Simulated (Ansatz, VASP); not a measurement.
# One calculation of KTaO3, two programs

File INCAR:

```
SYSTEM = KTaO3
PREC = Accurate
ENCUT = 520
EDIFF = 1E-6
ISMEAR = 0
SIGMA = 0.05
LREAL = .False.
LASPH = .True.
NELM = 100
ALGO = Normal
ISIF = 2
LWAVE = .False.
LCHARG = .True.
GGA = PE
LELF = .True.
LVHAR = .True.
NBANDS = 27
```

KPOINTS

```
Automatic mesh
0
Gamma
  8 8 8
  0 0 0
```

Contents of POSCAR:

```
KTaO3
1.0
    4.0248506931      0.0000000000      0.0000000000
    0.0000000000      4.3065902416      0.0000000000
    0.0000000000      0.0000000000      4.0248506931
K Ta O
1 1 3
Direct
    0.5000000000      0.5000000000      0.5000000000
    0.0000000000      0.0000000000      0.0000000000
    0.5000000000      0.0000000000      0.0000000000
    0.0000000000      0.5000000000      0.0000000000
    0.0000000000      0.0000000000      0.5000000000
```

Input for Ansatz:

```yaml
crystal:
  lattice:
    - [4.0248506931, 0.0, 0.0]
    - [0.0, 4.3065902416, 0.0]
    - [0.0, 0.0, 4.0248506931]
  atoms:
    - { symbol: K, position: [0.5, 0.5, 0.5] }
    - { symbol: Ta, position: [0.0, 0.0, 0.0] }
    - { symbol: O, position: [0.5, 0.0, 0.0] }
    - { symbol: O, position: [0.0, 0.5, 0.0] }
    - { symbol: O, position: [0.0, 0.0, 0.5] }
basis:
  ecutwfc: 520.0
kpoints:
  mp_grid: { grid: [8, 8, 8] }
hamiltonian:
  xc: pbe
scf:
  occupations: { method: gaussian, width: 0.05 }
output:
  forces: true
  stress: true
  eigenvalues: true
```

Change from the starting cell: normal strain along x +0.0000, normal strain along y +0.0700.

Alike in both runs: task single point; functional PBE; k mesh 8 × 8 × 8; occupations gaussian, width 0.05 eV; no spin polarisation.

```csv
,VASP,Ansatz
version,VASP 6.6.1,Ansatz 0.2.0
potentials or method,"VASP PAW PBE potentials, release 64 (K_sv, Ta_pv, O), cutoff 520 eV","scalar-relativistic, plane waves, PAW"
valence electrons in the cell,38,40
```

VASP gave:

```
gap on the k mesh at the Fermi level (eV)                     : 1.87
least direct gap on the mesh (eV)                             : 2.39
pressure (GPa)                                                : -9.2
traceless stress, the component that is largest in VASP (GPa) : -10.50
```

Estimate Ansatz's values.

gap on the k mesh at the Fermi level (eV): 1.91; least direct gap on the mesh (eV): 2.42; pressure (GPa): -9.6; traceless stress, the component that is largest in VASP (GPa): -10.35.

With one functional, cell and mesh, what is left measures potentials, basis and numerics. VASP's potentials hold 38 valence electrons a cell and Ansatz's 40, so a difference there can come from the potentials and not from the codes.

Neither program's run includes spin-orbit coupling.
